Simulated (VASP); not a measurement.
Set up this calculation in VASP 6.6.1, as the native input.

* Task: relaxation of volume and atoms at fixed shape
* Functional: PBEsol
* Potentials or basis: VASP PAW PBE potentials, release 64 (Pb_d, S)
* Cutoff: 500 eV
* k mesh: 5 × 5 × 5
* Occupations: gaussian, width 0.01 eV
* Spin: no spin polarisation
* Dipole correction: no
* Further INCAR settings: ALGO = Normal; EDIFF = 1e-07; IBRION = 2; EDIFFG = -0.02; NSW = 80; ISIF = 8

The structure of PbS (Galena) lies in POSCAR:

```
PbS
1.0
    0.0000000000      2.9657500000      2.9657500000
    2.9657500000      0.0000000000      2.9657500000
    2.9657500000      2.9657500000      0.0000000000
Pb S
1 1
Direct
    0.0000000000      0.0000000000      0.0000000000
    0.5000000000      0.5000000000      0.5000000000
```

One way to write it, as run:

INCAR

```
SYSTEM = PbS
ALGO     = Normal         ! electronic algorithm
EDIFF    = 1E-7           ! SCF threshold, eV
EDIFFG   = -0.02          ! ionic threshold
ENCUT    = 500            ! plane-wave cutoff, eV
GGA      = PS             ! functional
GGA_COMPAT= .False.      
IBRION   = 2              ! ionic algorithm
ISIF     = 8              ! what is computed and relaxed
ISMEAR   = 0              ! smearing method
LASPH    = .True.         ! aspherical terms in the spheres
LCHARG   = .False.        ! write CHGCAR
LREAL    = .False.        ! projectors in reciprocal space
LWAVE    = .False.        ! write WAVECAR
NELM     = 120            ! most SCF steps
NELMIN   = 4            
NSW      = 80             ! ionic steps
PREC     = Accurate       ! precision mode
SIGMA    = 0.01           ! smearing width, eV
```

KPOINTS

```
k-points
0
Gamma
  5 5 5
  0 0 0
```

Potentials or basis: VASP PAW PBE potentials, release 64 (Pb_d, S).

Command:

```sh
$ cat potpaw_PBE.64/Pb_d/POTCAR potpaw_PBE.64/S/POTCAR > POTCAR
$ mpirun -np 1 vasp_std > vasp.out
```

Results of the run:

```json
{
  "Relaxed volume": "25.58 Å³/atom",
  "Relaxed cell": "a = 4.167 Å, b = 4.167 Å, c = 4.167 Å, α = 60.00°, β = 60.00°, γ = 60.00°",
  "Space group after relaxing (to 0.05 Å)": "Fm-3m (No. 225)",
  "Energy gained by relaxing": "1.8 meV/atom",
  "Ionic steps": "3",
  "Pressure after relaxing": "0.0 GPa"
}
```

Caveat: the PAW data sets were made with another functional, which shifts forces and pressure a little.

Wall time 14 s on 1 thread of Intel(R) Xeon(R) Platinum 8375C CPU @ 2.90GHz (Ice Lake) (shared host), peak memory 0.18 GiB.
